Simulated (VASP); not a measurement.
Ag, 1 atom in the cell. It takes space group Pm-3m (No. 221, cubic). Conventional cell: a = 2.151 Å, b = 2.151 Å, c = 2.151 Å, α = 90.00°, β = 90.00°, γ = 90.00°. Within 2.8 Å of Ag (site symmetry m-3m) lie 6 Ag at 2.15 Å. This isn't the form of Ag at room conditions, which is fcc.

| Quantity | Value |
| --- | --- |
| Program | VASP 6.6.1 |
| Task | relaxation of cell and atoms |
| Functional | LDA |
| Potentials or basis | VASP PAW LDA potentials, release 64 (Ag) |
| Cutoff | 500 eV |
| k mesh | 17 × 17 × 17 |
| Occupations | fermi-dirac, width 0.05 eV |
| Spin | no spin polarisation |
| Target pressure | 280 GPa |
| Dipole correction | no |
| Further INCAR settings | ALGO = Normal; EDIFF = 1e-07; IBRION = 2; EDIFFG = -0.005; NSW = 60; ISIF = 3 |

Potentials or basis: VASP PAW LDA potentials, release 64 (Ag).

Launch:

```console
$ cat potpaw_LDA.64/Ag/POTCAR > POTCAR
$ mpirun -np 1 vasp_std > vasp.out
```

Hardware: 1 thread of AMD EPYC 7R43 64-Core Processor (Zen 3), on a shared host.

Problem. Estimate the wall time of this run.

Solution. Wall time 45 s on 1 thread of AMD EPYC 7R43 64-Core Processor (Zen 3), with other jobs on the host, peak memory 0.1 GiB. Counts: scf iterations 87, k points 165, ion steps 16.
